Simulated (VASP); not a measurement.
Set up this calculation in VASP 6.6.1, as the native input.

| Item | Value |
| --- | --- |
| Task | single point |
| Functional | PBE |
| Potentials or basis | VASP PAW PBE potentials, release 64 (Te, Sn_d) |
| Cutoff | 500 eV |
| k mesh | 7 × 7 × 7 |
| Occupations | gaussian, width 0.026 eV |
| Spin | no spin polarisation |
| Dipole correction | no |
| Further INCAR settings | ALGO = Normal; EDIFF = 1e-06; NBANDS = 17 |

The structure of SnTe lies in POSCAR:

```
SnTe
1.0
    0.0000000000      3.1508500000      3.1508500000
    3.1508500000      0.0000000000      3.1508500000
    3.1508500000      3.1508500000      0.0000000000
Te Sn
1 1
Direct
    0.5000000000      0.5000000000      0.5000000000
    0.0000000000      0.0000000000      0.0000000000
```

These files were run (other wordings do the same):

INCAR

```
PREC = Accurate
ENCUT = 500
EDIFF = 1E-6
ISMEAR = 0
SIGMA = 0.026000000000000002
LREAL = False
LASPH = True
NELM = 120
ALGO = Normal
ISIF = 2
LWAVE = False
LCHARG = False
GGA = PE
NBANDS = 17
GGA_COMPAT = False
```

KPOINTS

```
regular mesh
0
Gamma
  7 7 7
```

Potentials or basis: VASP PAW PBE potentials, release 64 (Te, Sn_d).

Run with:

```console
$ cat potpaw_PBE.64/Te/POTCAR potpaw_PBE.64/Sn_d/POTCAR > POTCAR
$ mpirun -np 1 vasp_std > vasp.out
```

Results of the run:

The pressure is 2.2 GPa.

Wall time 9.1 s on 1 thread of Intel(R) Xeon(R) Platinum 8559C (Emerald Rapids), with other jobs on the host, peak memory 0.18 GiB.
